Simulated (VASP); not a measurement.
**W: single point with PBEsol**

Crystal: W.

```
W
1.0
    -1.53409    1.53409    1.53409
     1.53409   -1.53409    1.53409
     1.53409    1.53409   -1.53409
W
1
Direct
  0.00000 0.00000 0.00000
```

| Property | Result |
| --- | --- |
| Program | VASP 6.6.1 |
| Task | single point |
| Functional | PBEsol |
| Potentials or basis | VASP PAW PBE potentials, release 64 (W_sv) |
| Cutoff | 520 eV |
| k mesh | 23 × 23 × 23 |
| Occupations | fermi-dirac, width 0.1 eV |
| Spin | no spin polarisation |

```json
{
  "Pressure": "33.0 GPa",
  "Band gap on the k mesh": "zero (bands 7 and 8 overlap by 7.01 eV)"
}
```

Levels at points of the mesh, in eV from the Fermi level:
```
           k point  band 3  band 4  band 5  band 6  band 7  band 8  band 9  band 10  band 11  band 12
(0.00, 0.00, 0.00)  -37.45  -37.45  -10.18   -1.43   -1.43   -1.43    2.44     2.44    14.72    14.72
```

Run time: 42 s on 1 thread of Intel(R) Xeon(R) Platinum 8259CL CPU @ 2.50GHz (Skylake/Cascade Lake), with other jobs on the host, peak memory 0.18 GiB.

Caveat: the cell stands under pressure; the PAW data sets were made with another functional, which shifts forces and pressure a little; spin-orbit coupling is left out, which moves the levels of the heavy elements.
